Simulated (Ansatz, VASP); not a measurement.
**Ba5HfO2 in VASP and in Ansatz**

```xyz
8
Lattice="4.0959 2.3648 6.2224 -4.0959 2.3648 6.2224 0.0000 -4.7295 6.2224" Properties=species:S:1:pos:R:3 pbc="T T T"
Ba    0.0000    2.3648    6.2224
Ba   -2.0479   -1.1824    6.2224
Ba    2.0479   -1.1824    6.2224
Ba    0.0000    0.0000   16.3116
Ba    0.0000    0.0000    2.3555
Hf    0.0000    0.0000    9.3336
O     0.0000    0.0000   11.3169
O     0.0000    0.0000    7.3503
```

Alike in both runs: functional PBE; k mesh 3 × 3 × 3; occupations gaussian, width 0.2 eV; no spin polarisation.

Ansatz relaxed the structure, and its values are those at the end. VASP's run is a single point on that final structure, the one shown.

|  | VASP | Ansatz |
| --- | --- | --- |
| version | VASP 6.6.1 | Ansatz 0.2.0 |
| potentials or method | VASP PAW PBE potentials, release 64 (Ba_sv, Hf_pv, O), cutoff 520 eV | scalar-relativistic, plane waves, PAW |
| valence electrons in the cell | 72 | 88 |

Ansatz gave:

```
gap on the k mesh at the Fermi level (eV) : none
pressure (GPa)                            : -0.1
rms of the force components (eV/Å)        : 0.014
```

Q: Estimate VASP's values.

A: gap on the k mesh at the Fermi level (eV): none; pressure (GPa): 0.1; rms of the force components (eV/Å): 0.092.

A gap of «none» marks a metal or a gap that the smearing closes. VASP's potentials hold 72 valence electrons a cell and Ansatz's 88, so a difference there can come from the potentials and not from the codes.

Spin-orbit coupling is off throughout.
